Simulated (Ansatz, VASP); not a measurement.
**Y: VASP beside Ansatz**

Contents of INCAR:

```
PREC = Accurate
ENCUT = 520
EDIFF = 1E-6
ISMEAR = -1
SIGMA = 0.05
LREAL = False
LASPH = True
NELM = 100
ALGO = Normal
ISIF = 2
LWAVE = False
LCHARG = False
NBANDS = 12
```

Contents of KPOINTS:

```
Automatic mesh
0
Gamma
  13 13 13
```

Contents of POSCAR:

```
Y
1.0
    0.0000000000      2.5177011185      2.5177011185
    2.5177011185      0.0000000000      2.5177011185
    2.5177011185      2.5177011185      0.0000000000
Y
1
Direct
    0.0000000000      0.0000000000      0.0000000000
```

Input for Ansatz:

```yaml
crystal:
  lattice:
    - [0.0, 2.5177011185, 2.5177011185]
    - [2.5177011185, 0.0, 2.5177011185]
    - [2.5177011185, 2.5177011185, 0.0]
  atoms:
    - { symbol: "Y", position: [0.0, 0.0, 0.0] }
kpoints:
  mp_grid: { grid: [13, 13, 13] }
  band_path:
    path:
      - [0.0, 0.0, 0.0]
      - [0.5, 0.0, 0.5]
      - [0.625, 0.25, 0.625]
      - [0.375, 0.375, 0.75]
      - [0.0, 0.0, 0.0]
      - [0.5, 0.5, 0.5]
      - [0.5, 0.25, 0.75]
      - [0.5, 0.0, 0.5]
    npoints: 5
scf:
  occupations: { method: fermi_dirac, width: 0.05 }
hamiltonian:
  xc: lda
  pseudopotentials: { kind: all_electron, lapw: { basis_error: 0.001 } }
output:
  forces: true
  stress: true
  eigenvalues: true
```

Change from the starting cell: volume scaled by 1.04.

Alike in both runs: task single point; functional LDA; k mesh 13 × 13 × 13; occupations fermi-dirac, width 0.05 eV; no spin polarisation.

|  | VASP | Ansatz |
| --- | --- | --- |
| version | VASP 6.6.1 | Ansatz 0.2.0 |
| potentials or method | VASP PAW LDA potentials, release 64 (Y_sv), cutoff 520 eV | all-electron LAPW, scalar-relativistic |

VASP gave:

```
pressure (GPa) : -3.4
```

Estimate Ansatz's values.

pressure (GPa): -3.2.

LDA's correlation is that of Perdew and Zunger in VASP and of Perdew and Wang (1992) in Ansatz. Ansatz ran all-electron here, and VASP with PAW potentials.
